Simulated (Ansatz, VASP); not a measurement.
## One calculation of BaTiO3, two programs

POSCAR

```
BaTiO3
1.0
    4.0076996400      0.0000000000      0.0000000000
    0.0000000000      8.0153992800      0.0000000000
    0.0000000000      0.0000000000      4.0259355900
Ba Ti O
2 2 6
Direct
    0.0000000000      0.0000000000      0.0000000000
    0.0000000000      0.5000000000      0.0000000000
    0.5000000000      0.2500000000      0.4900000000
    0.5000000000      0.7500000000      0.4900000000
    0.5000000000      0.2500000000      0.0190000000
    0.5000000000      0.7500000000      0.0190000000
    0.5000000000      0.0000000000      0.5170000000
    0.5000000000      0.5000000000      0.5170000000
    0.0000000000      0.2500000000      0.5170000000
    0.0000000000      0.7500000000      0.5170000000
```

File INCAR.step1:

```
SYSTEM = BaTiO3
PREC = Accurate ; ENCUT = 520
ISMEAR = -1 ; SIGMA = 0.1
LREAL = .False. ; LASPH = .True.
NELM = 80 ; NBANDS = 51
GGA = PE ; ALGO = Normal
EDIFF = 1E-4 ; LWAVE = .True.
LCHARG = .False.
```

The input INCAR.step2:

```
SYSTEM = BaTiO3
PREC = Accurate ; ENCUT = 520
EDIFF = 1E-6 ; ISMEAR = -1
SIGMA = 0.1 ; LREAL = .False.
LASPH = .True. ; NELM = 80
ALGO = Normal ; ISIF = 2
LWAVE = .False. ; LCHARG = .False.
METAGGA = R2SCAN ; LMIXTAU = .True.
NBANDS = 51 ; ISTART = 1
```

Contents of KPOINTS:

```
regular mesh
0
Gamma
  6 3 6
  0 0 0
```

Input for Ansatz:

```yaml
crystal:
  lattice:
    - [4.00769964, 0.0, 0.0]
    - [0.0, 8.01539928, 0.0]
    - [0.0, 0.0, 4.02593559]
  atoms:
    - { symbol: Ba, position: [0.0, 0.0, 0.0] }
    - { symbol: Ba, position: [0.0, 0.5, 0.0] }
    - { symbol: Ti, position: [0.5, 0.25, 0.49] }
    - { symbol: Ti, position: [0.5, 0.75, 0.49] }
    - { symbol: O, position: [0.5, 0.25, 0.019] }
    - { symbol: O, position: [0.5, 0.75, 0.019] }
    - { symbol: O, position: [0.5, 0.0, 0.517] }
    - { symbol: O, position: [0.5, 0.5, 0.517] }
    - { symbol: O, position: [0.0, 0.25, 0.517] }
    - { symbol: O, position: [0.0, 0.75, 0.517] }
  symmetry: { tolerance: 0.0003 }
kpoints:
  mp_grid: { grid: [6, 3, 6], shift: [0, 0, 0] }
  band_path:
    path:
      - [0.0, 0.0, 0.0]
      - [-0.5, 0.0, 0.0]
      - [-0.5, -1.0, 0.0]
      - [0.0, 0.0, 0.0]
      - [0.0, 0.0, -0.5]
      - [-0.5, 0.0, -0.5]
      - [-0.5, -1.0, -0.5]
      - [0.0, 0.0, -0.5]
      - [-0.5, 0.0, 0.0]
      - [-0.5, 0.0, -0.5]
      - [-0.5, -1.0, 0.0]
    npoints: 6
magnetization:
  spin_polarized: false
scf:
  occupations: { method: fermi_dirac }
  lower_state_search: "off"
  max_iter: 200
hamiltonian:
  pseudopotentials: { kind: paw }
  xc: r2scan
basis:
  ecutwfc: 500
  fft_grid_basis: typed
output:
  forces: true
  stress: true
  eigenvalues: true
  populations: true
  elf: true
  write_potential: true
  volumetric_format: npy
  dos:
    e_range: [-12, 8]
    de: 0.05
    projected: { site_lists: { Ba: [Ba], O: [O], Ti: [Ti] } }
checkpoint:
  read: saved_state
```

Alike in both runs: task single point; functional r2SCAN; k mesh 6 × 3 × 6; no spin polarisation.

|  | VASP | Ansatz |
| --- | --- | --- |
| version | VASP 6.6.1 | Ansatz 0.2.0 |
| potentials or method | VASP PAW PBE potentials, release 64 (Ba_sv, Ti_sv, O), cutoff 520 eV | PAW plane waves |
| occupations | fermi-dirac, width 0.1 eV | fermi-dirac |
| valence electrons in the cell | 80 | 80 |

|  | VASP | Ansatz | Ansatz less VASP |
| --- | --- | --- | --- |
| pressure (GPa) | 0.1 | -1.8 | -1.93 |
| traceless stress, the component that is largest in VASP (GPa) | 0.62 | 0.56 | -0.062 |
| rms of the force components (eV/Å) | 0.110 | 0.133 | +0.0231 |

VASP's potentials were made for PBE, not for r2SCAN. Atom by atom the forces differ by 0.034 eV/Å (rms over components).

Spin-orbit coupling is off throughout.
